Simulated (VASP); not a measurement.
## SnO2: single point with LDA

The system is SnO2.

```
Sn O
1.0
     4.78102    0.00000    0.00000
     0.00000    4.50203    0.00000
     0.00000    0.00000    3.04122
Sn O
2 4
Direct
  0.50000 0.50000 0.50000
  0.00000 0.00000 0.00000
  0.33541 0.26872 0.00000
  0.83541 0.23128 0.50000
  0.16459 0.76872 0.50000
  0.66459 0.73128 0.00000
```

```yaml
Program: VASP 6.6.1
Task: single point
Functional: LDA
Potentials_or_basis: VASP PAW LDA potentials, release 64 (Sn_d, O)
Cutoff: 520 eV
k_mesh: 6 × 6 × 10
Occupations: gaussian, width 0.05 eV
Spin: no spin polarisation
Dipole_correction: no
Further_INCAR_settings: ALGO = Normal; EDIFF = 1e-06; NBANDS = 35
```

```
Pressure               : 20.4 GPa
Largest force          : 0.036 eV/Å
Band gap on the k mesh : 2.49 eV, indirect (least direct gap 2.50 eV)
```

Forces in eV/Å, atoms in the order of the input:
```
Sn   0.000  0.000  0.000
Sn   0.000  0.000  0.000
O   -0.013 -0.034  0.000
O   -0.013  0.034  0.000
O    0.013 -0.034  0.000
O    0.013  0.034  0.000
```

Stress tensor (GPa, compression positive):
```
15.37  0.00  0.00
 0.00 16.94  0.00
 0.00  0.00 28.74
```

Levels at points of the mesh, in eV from the valence-band top:
```
           k point  band 24  band 25  band 26  band 27  band 28  band 29
(0.00, 0.00, 0.00)    -0.50    -0.37    -0.01     2.49     6.82     7.26
(0.50, 0.00, 0.00)    -0.71    -0.39    -0.39     5.61     5.61     8.49
(0.00, 0.50, 0.00)    -0.80    -0.21    -0.21     5.25     5.25     7.33
(0.50, 0.50, 0.00)    -0.88    -0.51    -0.51     6.09     6.09     8.17
(0.00, 0.00, 0.50)    -1.63    -0.80    -0.80     7.18     7.18    10.22
(0.50, 0.00, 0.50)    -1.07    -0.27    -0.27     7.26     7.26     8.31
(0.00, 0.50, 0.50)    -0.61    -0.52    -0.52     7.55     7.55     8.86
(0.50, 0.50, 0.50)    -0.84    -0.54    -0.54     5.65     5.65     9.35
```

It took 6.9 min on 1 thread of AMD EPYC 7R13 (shared host), peak memory 0.24 GiB.

Caveat: spin-orbit coupling is left out, which moves the levels of the heavy elements. LDA gaps usually lie below the measured ones, often by a third to a half.
